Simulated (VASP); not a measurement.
# B (Pnnm) in VASP: single point with PBE+D3(BJ)

Aim: the single point of B with PBE+D3(BJ).

All numbers are computed with VASP 6.6.1; they aren't measurements. Logs are shortened: lines on timing, memory, paths and dates and some standing lists are left out, and cuts for length are marked.

**1. The cell of the first run**

It takes space group Pnnm (No. 58, orthorhombic). The conventional cell has a = 5.007 Å, b = 5.571 Å, c = 6.861 Å, α = 90.00°, β = 90.00°, γ = 90.00°. B (site symmetry 1) has 7 B at 1.75 to 2.03 Å within 2.3 Å. Within 2.2 Å of B (site symmetry m) lie 6 B at 1.66 to 1.79 Å. Within 2.2 Å of B (site symmetry m) lie 6 B at 1.65 to 1.77 Å. B (site symmetry 1) has 7 B at 1.73 to 1.88 Å within 2.3 Å. Within 2.2 Å of B (site symmetry m) lie 6 B at 1.66 to 2.03 Å.

**2. Single point, PBE+D3(BJ)**

INCAR

```
PREC = Accurate ; ENCUT = 520
EDIFF = 1E-7 ; ISMEAR = 0
SIGMA = 0.02 ; LREAL = Auto
LASPH = T ; NELM = 80
ALGO = Normal ; ISIF = 2
LWAVE = F ; LCHARG = F
GGA = PE ; IVDW = 12
NBANDS = 62
```

KPOINTS

```
Automatic mesh
0
Gamma
  6 6 4
```

POSCAR

```
B
1.0
    5.0065646811      0.0000000000      0.0000000000
    0.0000000000      5.5707128776      0.0000000000
    0.0000000000      0.0000000000      6.8605084670
B
28
Direct
    0.6529534755      0.9076807902      0.2900433984
    0.3470465245      0.0923192098      0.2900433984
    0.1529534755      0.5923192098      0.2099566016
    0.8470465245      0.4076807902      0.2099566016
    0.3470465245      0.0923192098      0.7099566016
    0.6529534755      0.9076807902      0.7099566016
    0.8470465245      0.4076807902      0.7900433984
    0.1529534755      0.5923192098      0.7900433984
    0.1482176869      0.7717503067      0.0000000000
    0.8517823131      0.2282496933      0.0000000000
    0.6482176869      0.7282496933      0.5000000000
    0.3517823131      0.2717503067      0.5000000000
    0.8357399388      0.9916734744      0.5000000000
    0.1642600612      0.0083265256      0.5000000000
    0.3357399388      0.5083265256      0.0000000000
    0.6642600612      0.4916734744      0.0000000000
    0.3396310434      0.7809851070      0.3739307420
    0.6603689566      0.2190148930      0.3739307420
    0.8396310434      0.7190148930      0.1260692580
    0.1603689566      0.2809851070      0.1260692580
    0.6603689566      0.2190148930      0.6260692580
    0.3396310434      0.7809851070      0.6260692580
    0.1603689566      0.2809851070      0.8739307420
    0.8396310434      0.7190148930      0.8739307420
    0.1704243894      0.5220027385      0.5000000000
    0.8295756106      0.4779972615      0.5000000000
    0.6704243894      0.9779972615      0.0000000000
    0.3295756106      0.0220027385      0.0000000000
```

Potentials or basis: VASP PAW PBE potentials, release 64 (B).

On the command line:

```sh
> cat potpaw_PBE.64/B/POTCAR > POTCAR
> mpirun -np 1 vasp_std > vasp.out
```

OUTCAR:

```text
PREC = Accurate
   ENCUT = 520
   EDIFF = 1E-7
   ISMEAR = 0
   LREAL = Auto
   LASPH = T
   NELM = 80
   ISIF = 2
   GGA = PE
   IVDW = 12
 IVDW          = 12

 ion  position               nearest neighbor table
   1  0.653  0.908  0.290-  11 1.75  13 1.77  19 1.80  17 1.81  18 1.83   2 1.84  27 2.03
   2  0.347  0.092  0.290-  12 1.75  14 1.77  20 1.80  18 1.81  17 1.83   1 1.84  28 2.03
   3  0.153  0.592  0.210-   9 1.75  15 1.77  17 1.80  19 1.81  20 1.83   4 1.84  25 2.03
   4  0.847  0.408  0.210-  10 1.75  16 1.77  18 1.80  20 1.81  19 1.83   3 1.84  26 2.03
   5  0.347  0.092  0.710-  12 1.75  14 1.77  23 1.80  21 1.81  22 1.83   6 1.84  28 2.03
   6  0.653  0.908  0.710-  11 1.75  13 1.77  24 1.80  22 1.81  21 1.83   5 1.84  27 2.03
   7  0.847  0.408  0.790-  10 1.75  16 1.77  21 1.80  23 1.81  24 1.83   8 1.84  26 2.03
   8  0.153  0.592  0.790-   9 1.75  15 1.77  22 1.80  24 1.81  23 1.83   7 1.84  25 2.03
   9  0.148  0.772  0.000-  28 1.66  15 1.74   3 1.75   8 1.75  24 1.79  19 1.79
  10  0.852  0.228  0.000-  27 1.66  16 1.74   4 1.75   7 1.75  23 1.79  20 1.79
  11  0.648  0.728  0.500-  26 1.66  13 1.74   1 1.75   6 1.75  22 1.79  17 1.79
  12  0.352  0.272  0.500-  25 1.66  14 1.74   2 1.75   5 1.75  21 1.79  18 1.79
  13  0.836  0.992  0.500-  14 1.65  11 1.74  18 1.77  21 1.77   1 1.77   6 1.77
  14  0.164  0.008  0.500-  13 1.65  12 1.74  17 1.77  22 1.77   2 1.77   5 1.77
  15  0.336  0.508  0.000-  16 1.65   9 1.74  20 1.77  23 1.77   3 1.77   8 1.77
  16  0.664  0.492  0.000-  15 1.65  10 1.74  19 1.77  24 1.77   4 1.77   7 1.77
  17  0.340  0.781  0.374-  22 1.73  14 1.77  11 1.79   3 1.80   1 1.81   2 1.83  25 1.88
  18  0.660  0.219  0.374-  21 1.73  13 1.77  12 1.79   4 1.80   2 1.81   1 1.83  26 1.88
  19  0.840  0.719  0.126-  24 1.73  16 1.77   9 1.79   1 1.80   3 1.81   4 1.83  27 1.88
  20  0.160  0.281  0.126-  23 1.73  15 1.77  10 1.79   2 1.80   4 1.81   3 1.83  28 1.88
  21  0.660  0.219  0.626-  18 1.73  13 1.77  12 1.79   7 1.80   5 1.81   6 1.83  26 1.88
  22  0.340  0.781  0.626-  17 1.73  14 1.77  11 1.79   8 1.80   6 1.81   5 1.83  25 1.88
  23  0.160  0.281  0.874-  20 1.73  15 1.77  10 1.79   5 1.80   7 1.81   8 1.83  28 1.88
  24  0.840  0.719  0.874-  19 1.73  16 1.77   9 1.79   6 1.80   8 1.81   7 1.83  27 1.88
  25  0.170  0.522  0.500-  12 1.66  26 1.72  22 1.88  17 1.88   3 2.03   8 2.03
  26  0.830  0.478  0.500-  11 1.66  25 1.72  21 1.88  18 1.88   4 2.03   7 2.03
  27  0.670  0.978  0.000-  10 1.66  28 1.72  24 1.88  19 1.88   1 2.03   6 2.03
  28  0.330  0.022  0.000-   9 1.66  27 1.72  23 1.88  20 1.88   2 2.03   5 2.03

  LATTYP: Found a simple orthorhombic cell.
 ALAT       =     5.0065646811
 B/A-ratio  =     1.1126816954
 C/A-ratio  =     1.3703025735

  Lattice vectors:

 A1 = (   5.0065646811,   0.0000000000,   0.0000000000)
 A2 = (   0.0000000000,   5.5707128776,   0.0000000000)
 A3 = (   0.0000000000,   0.0000000000,   6.8605084670)

Analysis of symmetry for initial positions (statically):
=====================================================================
 Subroutine PRICEL returns:
 Original cell was already a primitive cell.

 Routine SETGRP: Setting up the symmetry group for a
 simple orthorhombic supercell.

 Subroutine GETGRP returns: Found  8 space group operations
 (whereof  4 operations were pure point group operations)
 out of a pool of  8 trial point group operations.

The static configuration has the point symmetry C_2h.
 The point group associated with its full space group is D_2h.

Analysis of symmetry for dynamics (positions and initial velocities):
=====================================================================
 Subroutine PRICEL returns:
 Original cell was already a primitive cell.

 Routine SETGRP: Setting up the symmetry group for a
 simple orthorhombic supercell.

 Subroutine GETGRP returns: Found  8 space group operations
 (whereof  4 operations were pure point group operations)
 out of a pool of  8 trial point group operations.

The dynamic configuration has the point symmetry C_2h.
 The point group associated with its full space group is D_2h.

 Subroutine INISYM returns: Found  8 space group operations
 (whereof  4 operations are pure point group operations),
 and found     1 'primitive' translations

----------------------------------------------------------------------------------------

                                     Primitive cell

  volume of cell :     191.3405

  direct lattice vectors                    reciprocal lattice vectors
     5.006564681  0.000000000  0.000000000     0.199737757  0.000000000  0.000000000
     0.000000000  5.570712878  0.000000000     0.000000000  0.179510239  0.000000000
     0.000000000  0.000000000  6.860508467     0.000000000  0.000000000  0.145761791
[... 77 lines left out ...]
     0.000000000  0.029918373  0.000000000     0.000000000  0.166666667  0.000000000
     0.000000000  0.000000000  0.036440448     0.000000000  0.000000000  0.250000000

  Length of vectors
     0.033289626  0.029918373  0.036440448

  Shift w.r.t. Gamma in fractional coordinates (k-lattice)
     0.000000000  0.000000000  0.000000000

 Subroutine IBZKPT returns following result:
 ===========================================

 Found     48 irreducible k-points:

 Following reciprocal coordinates:
            Coordinates               Weight
  0.000000  0.000000  0.000000      1.000000
  0.166667  0.000000  0.000000      2.000000
  0.333333  0.000000  0.000000      2.000000
  0.500000  0.000000  0.000000      1.000000
  0.000000  0.166667  0.000000      2.000000
  0.166667  0.166667  0.000000      4.000000
[... 16 lines left out ...]
  0.333333  0.166667  0.250000      8.000000
  0.500000  0.166667  0.250000      4.000000
 [... further k-points ...]
   k-points           NKPTS =     48   k-points in BZ     NKDIM =     48   number of bands    NBANDS=     62
   number of dos      NEDOS =    301   number of ions     NIONS =     28
   total plane-waves  NPLWV =  90720
   dimension x,y,z NGX =    40 NGY =   42 NGZ =   54
   dimension x,y,z NGXF=    80 NGYF=   84 NGZF=  108
   ions per type =              28
   NGX,Y,Z   is equivalent  to a cutoff of  13.28, 12.53, 13.09 a.u.
   NGXF,Y,Z  is equivalent  to a cutoff of  26.56, 25.07, 26.17 a.u.
 SYSTEM =  unknown system
   PREC   = accura    normal or accurate (medium, high low for compatibility)
   ISTART =      0    job   : 0-new  1-cont  2-samecut
   ICHARG =      2    charge: 1-file 2-atom 10-const
   ISPIN  =      1    spin polarized calculation?
   LNONCOLLINEAR =      F non collinear calculations
   LSORBIT =      F    spin-orbit coupling
   LASPH  =      T    aspherical Exc in radial PAW
   ENCUT  =  520.0 eV  38.22 Ry    6.18 a.u.   9.31 10.36 12.76*2*pi/ulx,y,z
   NELM   =     80;   NELMIN=  2; NELMDL= -5     # of ELM steps
   EDIFF  = 0.1E-06   stopping-criterion for ELM
   LREAL  =      T    real-space projection
   EDIFFG = 0.1E-05   stopping-criterion for IOM
   NSW    =      0    number of steps for IOM
   IBRION =     -1    ionic relax: 0-MD 1-quasi-New 2-CG
   NFREE  =      0    steps in history (QN), initial steepest desc. (CG)
   ISIF   =      2    stress and relaxation
   ISYM   =      2    0-nonsym 1-usesym 2-fastsym
   POTIM  = 0.5000    time-step for ionic-motion
   TEBEG  =    0.0;   TEEND  =   0.0 temperature during run
   PSTRESS=    0.0 pullay stress
   NELECT =      84.0000    total number of electrons
   NUPDOWN=      -1.0000    fix difference up-down
   EMIN   =  10.00;   EMAX   =-10.00  energy-range for DOS
   EFERMI =   0.00;   METHOD = LEGACY
   ISMEAR =     0;   SIGMA  =   0.02  broadening in eV -4-tet -1-fermi 0-gaus
   EFERMI_NEDOS =   21; number of points for ismear=-14 and -15
   IALGO  =     38    algorithm
   IMIX   =      4    mixing-type and parameters
     AMIX     =   0.40;   BMIX     =  1.00
     AMIX_MAG =   1.60;   BMIX_MAG =  1.00
  volume/ion in A,a.u.               =       6.83        46.12
  Fermi-wavevector in a.u.,A,eV,Ry     =   1.244225  2.351244 21.063126  1.548096
  Thomas-Fermi vector in A             =   2.378501
   LORBIT       =      0    0 simple, 1 ext, 2 COOP (PROOUT), +10 PAW based schemes
   GGA     = PE    functional components
   LHFCALC =     F    Hartree Fock is set to
   AEXX    =    0.0000 exact exchange contribution
   IVDW    =    12    specifies the selected vdW correction
   LEPSILON=     F    determine dielectric tensor
   LRPA    =     F    only Hartree local field effects (RPA)
 non-spin polarized calculation
 Gauss-broadening in eV      SIGMA  =   0.02
  energy-cutoff  :      520.00
  volume of cell :      191.34
 maximum number of plane-waves:      5206
 NGX is ok and might be reduce to    40
   NGX = 19   NGY = 21   NGZ = 25

 number of electron      83.9999999 magnetization

 Free energy of the ion-electron system (eV)
  ---------------------------------------------------
  ext. energy  EPLUGINS =         0.00000000
  ---------------------------------------------------
  free energy    TOTEN  =      -186.89706507 eV

  energy without entropy =     -186.89706507  energy(sigma->0) =     -186.89706507

 E-fermi :   6.3418     XC(G=0): -11.9180

 val. band max:        6.2299579399   @ k =   0.0000   0.0000   0.0000
 cond. band min:       7.7637456929   @ k =   0.1667   0.3333   0.5000
 fundamental gap:      1.5337877530
 Fermi energy:         6.3417742512

 k-point     1 :       0.0000    0.0000    0.0000
  band No.  band energies     occupation
      1      -9.8631      2.00000
      2      -8.6854      2.00000
      3      -6.4450      2.00000
      4      -6.0678      2.00000
      5      -5.6072      2.00000
      6      -5.4426      2.00000
[... 1357 lines left out ...]
     53      11.4721      0.00000
     54      11.4721      0.00000

 [... further k-points ...]

 [bands above 54 left out]

------------------------ aborting loop because EDIFF is reached ----------------------------------------

 Edisp (eV)   -6.11669

 E8    (eV) :    -2.0294

  FORCE on cell =-STRESS in cart. coord.  units (eV):
  Direction    XX          YY          ZZ          XY          YZ          ZX
  --------------------------------------------------------------------------------------
  -------------------------------------------------------------------------------------
  Total       0.04732     0.05944     0.12200     0.00000     0.00000     0.00000
  in kB       0.39625     0.49768     1.02159     0.00000     0.00000     0.00000
  external pressure =        0.64 kB  Pullay stress =        0.00 kB

 VOLUME and BASIS-vectors are now :
 -----------------------------------------------------------------------------
  energy-cutoff  :      520.00
  volume of cell :      191.34
      direct lattice vectors                 reciprocal lattice vectors
     5.006564681  0.000000000  0.000000000     0.199737757  0.000000000  0.000000000
     0.000000000  5.570712878  0.000000000     0.000000000  0.179510239  0.000000000
     0.000000000  0.000000000  6.860508467     0.000000000  0.000000000  0.145761791

 POSITION                                       TOTAL-FORCE (eV/Angst)
 -----------------------------------------------------------------------------------
      3.26905      5.05643      1.98985         0.002746      0.000011     -0.010061
      1.73751      0.51428      1.98985        -0.002746     -0.000011     -0.010061
      0.76577      3.29964      1.44041         0.002746     -0.000011      0.010061
      4.24079      2.27107      1.44041        -0.002746      0.000011      0.010061
      1.73751      0.51428      4.87066        -0.002746     -0.000011      0.010061
      3.26905      5.05643      4.87066         0.002746      0.000011      0.010061
[... 20 lines left out ...]
      3.35652      5.44814      0.00000         0.006439     -0.007772      0.000000
      1.65004      0.12257      0.00000        -0.006439      0.007772     -0.000000
 -----------------------------------------------------------------------------------
    total drift:                               -0.000000     -0.000000     -0.000000

  FREE ENERGIE OF THE ION-ELECTRON SYSTEM (eV)
  ---------------------------------------------------
  free  energy   TOTEN  =      -193.0137575374 eV

  energy  without entropy=     -193.0137575374  energy(sigma->0) =     -193.01375754
```

Wall time 19 min (1 thread of Intel Xeon Platinum 8488C (Sapphire Rapids), shared host); peak memory 0.48 GiB.

Results:

```yaml
Free_energy: -193.0138 eV
Pressure: 0.1 GPa
Largest_force: 0.013 eV/Å
Band_gap_on_the_k_mesh: 1.53 eV (least direct gap 1.66 eV)
Dispersion_energy_per_atom: -0.218 eV
```

Forces on the atoms (eV/Å):
```
B    0.003  0.000 -0.010
B   -0.003  0.000 -0.010
B    0.003  0.000  0.010
B   -0.003  0.000  0.010
B   -0.003  0.000  0.010
B    0.003  0.000  0.010
B   -0.003  0.000 -0.010
B    0.003  0.000 -0.010
B    0.000  0.007  0.000
B    0.000 -0.007  0.000
B    0.000 -0.007  0.000
B    0.000  0.007  0.000
B    0.012 -0.001  0.000
B   -0.012  0.001  0.000
B    0.012  0.001  0.000
B   -0.012 -0.001  0.000
B   -0.004 -0.008 -0.010
B    0.004  0.008 -0.010
B   -0.004  0.008  0.010
B    0.004 -0.008  0.010
B    0.004  0.008  0.010
B   -0.004 -0.008  0.010
B    0.004 -0.008 -0.010
B   -0.004  0.008 -0.010
B    0.006  0.008  0.000
B   -0.006 -0.008  0.000
B    0.006 -0.008  0.000
B   -0.006  0.008  0.000
```

Levels at points of the mesh, in eV from the valence-band top:
| k point | band 39 | band 40 | band 41 | band 42 | band 43 | band 44 | band 45 | band 46 |
| --- | --- | --- | --- | --- | --- | --- | --- | --- |
| (0.00, 0.00, 0.00) | -0.99 | -0.55 | -0.33 | 0.00 | 2.44 | 2.91 | 3.25 | 3.92 |
| (0.50, 0.00, 0.00) | -1.21 | -1.21 | -0.78 | -0.78 | 2.29 | 2.29 | 3.17 | 3.17 |
| (0.00, 0.50, 0.00) | -1.44 | -1.44 | -1.21 | -1.21 | 2.11 | 2.11 | 2.75 | 2.75 |
| (0.50, 0.50, 0.00) | -2.15 | -2.15 | -1.52 | -1.52 | 2.14 | 2.14 | 2.76 | 2.76 |
| (0.00, 0.00, 0.50) | -0.67 | -0.67 | -0.17 | -0.17 | 1.98 | 1.98 | 3.92 | 3.92 |
| (0.50, 0.00, 0.50) | -0.82 | -0.82 | -0.10 | -0.10 | 1.87 | 1.87 | 2.49 | 2.49 |
| (0.00, 0.50, 0.50) | -1.04 | -1.04 | -0.13 | -0.13 | 1.60 | 1.60 | 3.02 | 3.02 |
| (0.50, 0.50, 0.50) | -1.06 | -1.06 | -0.46 | -0.46 | 1.75 | 1.75 | 3.09 | 3.09 |

A k mesh can miss the band edges.
